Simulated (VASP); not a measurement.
# MgO (I4mm) in VASP: further runs, part 2 of 3

VASP 6.6.1. The steps go on from the part before.

## Step 5: Single point, PBEsol

This run uses another cell than the first one, of 9.60 Å³/atom, 1.106 times its volume.

Input file INCAR:

```
PREC = Accurate
ENCUT = 520
EDIFF = 1E-6
ISMEAR = 0
SIGMA = 0.05
LREAL = F
LASPH = T
NELM = 80
ALGO = Normal
ISIF = 2
LWAVE = F
LCHARG = F
GGA = PS
NBANDS = 11
```

Input file KPOINTS:

```
Automatic mesh
0
Gamma
  10 10 10
```

Input file POSCAR:

```
MgO
1.0
    0.0000000000      2.1250890106      2.1250890106
    2.1250890106      0.0000000000      2.1250890106
    2.1250890106      2.1250890106      0.0000000000
Mg O
1 1
Direct
    0.0063090101      0.0063090101     -0.0063090101
    0.4904156203      0.4904156203      0.5095843797
```

Potentials or basis: VASP PAW PBE potentials, release 64 (Mg, O).

Launch:

```console
> cat potpaw_PBE.64/Mg/POTCAR potpaw_PBE.64/O/POTCAR > POTCAR
> mpirun -np 1 vasp_std > vasp.out
```

OUTCAR:

```text
PREC = Accurate
   ENCUT = 520
   EDIFF = 1E-6
   ISMEAR = 0
   LREAL = F
   LASPH = T
   NELM = 80
   ISIF = 2
   GGA = PS

 ion  position               nearest neighbor table
   1  0.006  0.006  0.994-   2 2.06   2 2.13   2 2.13   2 2.13   2 2.13   2 2.19
   2  0.490  0.490  0.510-   1 2.06   1 2.13   1 2.13   1 2.13   1 2.13   1 2.19

  LATTYP: Found a face centered cubic cell.
 ALAT       =     4.2501780212

  Lattice vectors:

 A1 = (   0.0000000000,   2.1250890106,   2.1250890106)
 A2 = (   2.1250890106,   0.0000000000,   2.1250890106)
 A3 = (   2.1250890106,   2.1250890106,   0.0000000000)

Analysis of symmetry for initial positions (statically):
=====================================================================
 Subroutine PRICEL returns:
 Original cell was already a primitive cell.

 Routine SETGRP: Setting up the symmetry group for a
 face centered cubic supercell.

 Subroutine GETGRP returns: Found  8 space group operations
 (whereof  8 operations were pure point group operations)
 out of a pool of 48 trial point group operations.

The static configuration has the point symmetry C_4v.

Analysis of symmetry for dynamics (positions and initial velocities):
=====================================================================
 Subroutine PRICEL returns:
 Original cell was already a primitive cell.

 Routine SETGRP: Setting up the symmetry group for a
 face centered cubic supercell.

 Subroutine GETGRP returns: Found  8 space group operations
 (whereof  8 operations were pure point group operations)
 out of a pool of 48 trial point group operations.

The dynamic configuration has the point symmetry C_4v.

 Subroutine INISYM returns: Found  8 space group operations
 (whereof  8 operations are pure point group operations),
 and found     1 'primitive' translations

----------------------------------------------------------------------------------------

                                     Primitive cell

  volume of cell :      19.1938

  direct lattice vectors                    reciprocal lattice vectors
     0.000000000  2.125089011  2.125089011    -0.235284262  0.235284262  0.235284262
     2.125089011  0.000000000  2.125089011     0.235284262 -0.235284262  0.235284262
     2.125089011  2.125089011  0.000000000     0.235284262  0.235284262 -0.235284262

  length of vectors
     3.005329700  3.005329700  3.005329700     0.407524296  0.407524296  0.407524296

  position of ions in fractional coordinates (direct lattice)
     0.006309010  0.006309010  0.993690990
     0.490415620  0.490415620  0.509584380

  ion indices of the primitive-cell ions
   primitive index   ion index
                 1           1
                 2           2

----------------------------------------------------------------------------------------

 KPOINTS: Automatic mesh

Automatic generation of k-mesh.
 Grid dimensions read from file:
 generate k-points for:   10   10   10

[... 21 lines left out ...]
  0.100000  0.000000  0.000000      8.000000
  0.200000  0.000000  0.000000      8.000000
  0.300000  0.000000  0.000000      8.000000
  0.400000  0.000000  0.000000      8.000000
  0.500000  0.000000  0.000000      4.000000
[... 16 lines left out ...]
 -0.100000  0.100000  0.000000      4.000000
  0.000000 -0.100000  0.100000      8.000000
 [... further k-points ...]
   k-points           NKPTS =    102   k-points in BZ     NKDIM =    102   number of bands    NBANDS=     11
   number of dos      NEDOS =    301   number of ions     NIONS =      2
   total plane-waves  NPLWV =  13824
   dimension x,y,z NGX =    24 NGY =   24 NGZ =   24
   dimension x,y,z NGXF=    48 NGYF=   48 NGZF=   48
   ions per type =               1   1
   NGX,Y,Z   is equivalent  to a cutoff of  13.28, 13.28, 13.28 a.u.
   NGXF,Y,Z  is equivalent  to a cutoff of  26.55, 26.55, 26.55 a.u.
 SYSTEM =  unknown system
   PREC   = accura    normal or accurate (medium, high low for compatibility)
   ISTART =      0    job   : 0-new  1-cont  2-samecut
   ICHARG =      2    charge: 1-file 2-atom 10-const
   ISPIN  =      1    spin polarized calculation?
   LNONCOLLINEAR =      F non collinear calculations
   LSORBIT =      F    spin-orbit coupling
   LASPH  =      T    aspherical Exc in radial PAW
   ENCUT  =  520.0 eV  38.22 Ry    6.18 a.u.   5.59  5.59  5.59*2*pi/ulx,y,z
   NELM   =     80;   NELMIN=  2; NELMDL= -5     # of ELM steps
   EDIFF  = 0.1E-05   stopping-criterion for ELM
   LREAL  =      F    real-space projection
   EDIFFG = 0.1E-04   stopping-criterion for IOM
   NSW    =      0    number of steps for IOM
   IBRION =     -1    ionic relax: 0-MD 1-quasi-New 2-CG
   NFREE  =      0    steps in history (QN), initial steepest desc. (CG)
   ISIF   =      2    stress and relaxation
   ISYM   =      2    0-nonsym 1-usesym 2-fastsym
   POTIM  = 0.5000    time-step for ionic-motion
   TEBEG  =    0.0;   TEEND  =   0.0 temperature during run
   PSTRESS=    0.0 pullay stress
   NELECT =       8.0000    total number of electrons
   NUPDOWN=      -1.0000    fix difference up-down
   EMIN   =  10.00;   EMAX   =-10.00  energy-range for DOS
   EFERMI =   0.00;   METHOD = LEGACY
   ISMEAR =     0;   SIGMA  =   0.05  broadening in eV -4-tet -1-fermi 0-gaus
   EFERMI_NEDOS =   21; number of points for ismear=-14 and -15
   IALGO  =     38    algorithm
   IMIX   =      4    mixing-type and parameters
     AMIX     =   0.40;   BMIX     =  1.00
     AMIX_MAG =   1.60;   BMIX_MAG =  1.00
  volume/ion in A,a.u.               =       9.60        64.76
  Fermi-wavevector in a.u.,A,eV,Ry     =   1.222881  2.310911 20.346685  1.495439
  Thomas-Fermi vector in A             =   2.358012
   LORBIT       =      0    0 simple, 1 ext, 2 COOP (PROOUT), +10 PAW based schemes
   GGA     = PS    functional components
   LHFCALC =     F    Hartree Fock is set to
   AEXX    =    0.0000 exact exchange contribution
   IVDW    =     0    specifies the selected vdW correction
   LEPSILON=     F    determine dielectric tensor
   LRPA    =     F    only Hartree local field effects (RPA)
 non-spin polarized calculation
 Gauss-broadening in eV      SIGMA  =   0.05
  energy-cutoff  :      520.00
  volume of cell :       19.19
 maximum number of plane-waves:       534
 NGX is ok and might be reduce to    24
   NGX = 11   NGY = 11   NGZ = 11

 number of electron       7.9999999 magnetization

 Free energy of the ion-electron system (eV)
  ---------------------------------------------------
  ext. energy  EPLUGINS =         0.00000000
  ---------------------------------------------------
  free energy    TOTEN  =       -12.49459964 eV

  energy without entropy =      -12.49459964  energy(sigma->0) =      -12.49459964

 E-fermi :   3.1732     XC(G=0): -11.1787

 val. band max:        2.8634524949   @ k =   0.0000   0.0000   0.0000
 cond. band min:       7.2403953342   @ k =   0.0000   0.0000   0.0000
 fundamental gap:      4.3769428393
 Fermi energy:         3.1732315808

 k-point     1 :       0.0000    0.0000    0.0000
  band No.  band energies     occupation
      1     -14.2026      2.00000
      2       2.8570      2.00000
      3       2.8635      2.00000
      4       2.8635      2.00000
      5       7.2404      0.00000
      6      18.3568      0.00000
      7      18.3663      0.00000
      8      18.3663      0.00000
      9      22.1115      0.00000
     10      23.9767      0.00000
     11      23.9874      0.00000
[... 309 lines left out ...]
 k-point    24 :       0.0000   -0.1000    0.1000
  band No.  band energies     occupation
      1     -13.9382      2.00000
      2       1.4869      2.00000
      3       2.5362      2.00000
      4       2.7496      2.00000
      5       8.6768      0.00000
      6      16.0302      0.00000
      7      18.7123      0.00000
      8      19.0221      0.00000
      9      21.8789      0.00000
     10      23.3131      0.00000
     11      25.1998      0.00000

 [... further k-points ...]

------------------------ aborting loop because EDIFF is reached ----------------------------------------

  FORCE on cell =-STRESS in cart. coord.  units (eV):
  Direction    XX          YY          ZZ          XY          YZ          ZX
  --------------------------------------------------------------------------------------
  -------------------------------------------------------------------------------------
  Total       -0.5329294     -0.5329294     -0.3561779      0.0000000      0.0000000      0.0000000
  in kB      -44.4855418    -44.4855418    -29.7314589      0.0000000      0.0000000      0.0000000
  external PRESSURE =     -39.5675142 kB  Pullay stress =       0.0000000 kB

 VOLUME and BASIS-vectors are now :
 -----------------------------------------------------------------------------
  energy-cutoff  :      520.00
  volume of cell :       19.19
      direct lattice vectors                 reciprocal lattice vectors
     0.000000000  2.125089011  2.125089011    -0.235284262  0.235284262  0.235284262
     2.125089011  0.000000000  2.125089011     0.235284262 -0.235284262  0.235284262
     2.125089011  2.125089011  0.000000000     0.235284262  0.235284262 -0.235284262

 POSITION                                       TOTAL-FORCE (eV/Angst)
 -----------------------------------------------------------------------------------
      2.12509      2.12509      0.02681         0.000000      0.000000     -0.331608
      2.12509      2.12509      2.08435         0.000000      0.000000      0.331608
 -----------------------------------------------------------------------------------
    total drift:                                0.000000      0.000000      0.000158

  FREE ENERGIE OF THE ION-ELECTRON SYSTEM (eV)
  ---------------------------------------------------
  free  energy   TOTEN  =       -12.4945996447 eV

  energy  without entropy=      -12.4945996447  energy(sigma->0) =      -12.49459964
```

It took 6.3 s on 1 thread of Intel Xeon 6975P-C (Granite Rapids), shared host; peak memory 0.15 GiB.

What came out:

| Item | Value |
| --- | --- |
| Free energy | -12.4946 eV |
| Pressure | -4.0 GPa |
| Largest force | 0.332 eV/Å |
| Band gap on the k mesh | 4.38 eV, direct |

Forces on the atoms (eV/Å):
```
Mg   0.000  0.000 -0.332
O    0.000  0.000  0.332
```

Stress tensor (GPa, compression positive):
```
-4.45  0.00  0.00
 0.00 -4.45  0.00
 0.00  0.00 -2.97
```

Caveat: the PAW data sets were made with another functional, which shifts forces and pressure a little.

(Continued in part 3 of 3.)
